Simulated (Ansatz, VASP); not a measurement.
# One calculation of InAs, two programs

File POSCAR:

```
InAs
1.0
    4.7312200000      0.0000000000      0.0000000000
   -2.3656100000      4.0973600000      0.0000000000
    0.0000000000      0.0000000000      2.9108900000
In As
1 1
Direct
    0.0000000000      0.0000000000      0.0000000000
    0.6666700000      0.3333300000      0.0000000000
```

File INCAR.step1:

```
SYSTEM = InAs
PREC = Accurate
ENCUT = 520
EDIFF = 1E-5
ISMEAR = -1
SIGMA = 0.05
LREAL = .False.
LASPH = .True.
NELM = 100
ALGO = Normal
ISIF = 2
LWAVE = .True.
NBANDS = 16
GGA = PE
```

File INCAR.step2:

```
SYSTEM = InAs
PREC = Accurate
ENCUT = 520
EDIFF = 1E-6
ISMEAR = -1
SIGMA = 0.05
LREAL = .False.
LASPH = .True.
NELM = 100
ALGO = Normal
ISIF = 2
LWAVE = .False.
LCHARG = .True.
GGA = PE
LHFCALC = .True.
AEXX = 0.25
HFSCREEN = 0.3
PRECFOCK = Normal
LELF = .True.
LVHAR = .True.
NBANDS = 16
ISTART = 1
```

The input KPOINTS:

```
Automatic mesh
0
Gamma
  4 4 5
  0 0 0
```

File input:

```
crystal:
  lattice:
    - [4.73122, 0.0, 0.0]
    - [-2.36561, 4.09736, 0.0]
    - [0.0, 0.0, 2.91089]
  atoms:
    - { symbol: In, position: [0.0, 0.0, 0.0] }
    - { symbol: As, position: [0.66667, 0.33333, 0.0] }
hamiltonian:
  xc: { exchange: pbe, correlation: pbe, exx: { coeff: 0.25, omega: 0.3 } }
  pseudopotentials: { kind: paw }
kpoints:
  mp_grid: { grid: [4, 4, 5] }
  band_path:
    path:
      - [[0.0, 0.0, 0.0], [0.5, 0.0, 0.0], [0.3333333333, 0.3333333333, 0.0], [0.0, 0.0, 0.0], [0.0, 0.0, 0.5], [0.5, 0.0, 0.5], [0.3333333333, 0.3333333333, 0.5], [0.0, 0.0, 0.5]]
      - [[0.5, 0.0, 0.5], [0.5, 0.0, 0.0]]
      - [[0.3333333333, 0.3333333333, 0.0], [0.3333333333, 0.3333333333, 0.5]]
    npoints: 4
scf:
  occupations: { method: fermi_dirac, width: 0.05 }
  n_extra_bands: 6
output:
  forces: true
  stress: true
  eigenvalues: true
  fatbands: false
  write_density: true
  write_potential: true
  elf: true
  volumetric_format: npy
```

Alike in both runs: functional PBE-based screened hybrid; k mesh 4 × 4 × 5; occupations fermi-dirac, width 0.05 eV; no spin polarisation.

|  | VASP | Ansatz |
| --- | --- | --- |
| version | VASP 6.6.1 | Ansatz 0.2.0 |
| potentials or method | VASP PAW PBE potentials, release 64 (In_d, As) | Ansatz PAW |
| plane-wave cutoff (eV) | 520 | 420 |
| valence electrons in the cell | 18 | 28 |
| task | single point | band structure |

```tsv
	VASP	Ansatz	Ansatz less VASP
gap on the k mesh at the Fermi level (eV)	none	none	-
pressure (GPa)	0.4	0.6	+0.16
traceless stress, the component that is largest in VASP (GPa)	-3.33	-3.42	-0.088
```

VASP's potentials were made for PBE, not for PBE-based screened hybrid. A gap of «none» marks a metal or a gap that the smearing closes. VASP's potentials hold 18 valence electrons a cell and Ansatz's 28, so a difference there can come from the potentials and not from the codes.

The k mesh is coarse, so the values compare programs but aren't converged.
